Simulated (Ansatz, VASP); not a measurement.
# One calculation of CaSe, two programs

The input INCAR:

```
PREC = Accurate
ENCUT = 520
EDIFF = 1E-6
ISMEAR = -1
SIGMA = 0.02
LREAL = False
LASPH = True
NELM = 80
ALGO = Normal
ISIF = 2
LWAVE = False
LCHARG = True
GGA = PE
LELF = True
LVHAR = True
NBANDS = 15
```

Contents of KPOINTS:

```
Automatic mesh
0
Gamma
  8 8 8
```

POSCAR

```
CaSe
1.0
    0.0000000000      2.8773220443      2.9979303704
    2.8773220443      0.0000000000      2.9979303704
    2.8773220443      2.8773220443      0.0000000000
Ca Se
1 1
Direct
    0.0000000000      0.0000000000      0.0000000000
    0.5000000000      0.5000000000      0.5000000000
```

Input for Ansatz:

```yaml
crystal:
  lattice:
    - [0.0, 2.8773220443, 2.9979303704]
    - [2.8773220443, 0.0, 2.9979303704]
    - [2.8773220443, 2.8773220443, 0.0]
  atoms:
    - { symbol: Ca, position: [0.0, 0.0, 0.0] }
    - { symbol: Se, position: [0.5, 0.5, 0.5] }
kpoints:
  mp_grid: { grid: [8, 8, 8] }
  band_path:
    path:
      - [0.0, 0.0, 0.0]
      - [0.5, 0.0, 0.5]
      - [0.625, 0.25, 0.625]
      - [0.375, 0.375, 0.75]
      - [0.5, 0.5, 0.5]
      - [0.5, 0.25, 0.75]
    npoints: 1
hamiltonian:
  xc: pbe
scf:
  occupations: { method: fermi_dirac, width: 0.02 }
  n_extra_bands: 4
output:
  forces: true
  stress: true
  eigenvalues: true
```

Change from the starting cell: epitaxial_xy strain -3.0%.

Alike in both runs: task single point; functional PBE; k mesh 8 × 8 × 8; occupations fermi-dirac, width 0.02 eV; no spin polarisation.

|  | VASP | Ansatz |
| --- | --- | --- |
| version | VASP 6.6.1 | Ansatz 0.2.0 |
| potentials or method | VASP PAW PBE potentials, release 64 (Ca_sv, Se) | plane waves, PAW |
| plane-wave cutoff (eV) | 520 | 420 |
| valence electrons in the cell | 16 | 26 |

|  | VASP | Ansatz | Ansatz less VASP |
| --- | --- | --- | --- |
| gap on the k mesh at the Fermi level (eV) | 1.90 | 1.91 | +0.012 |
| pressure (GPa) | 3.9 | 3.7 | -0.21 |
| traceless stress, the component that is largest in VASP (GPa) | -3.02 | -2.97 | +0.047 |

VASP's potentials hold 16 valence electrons a cell and Ansatz's 26, so a difference there can come from the potentials and not from the codes.
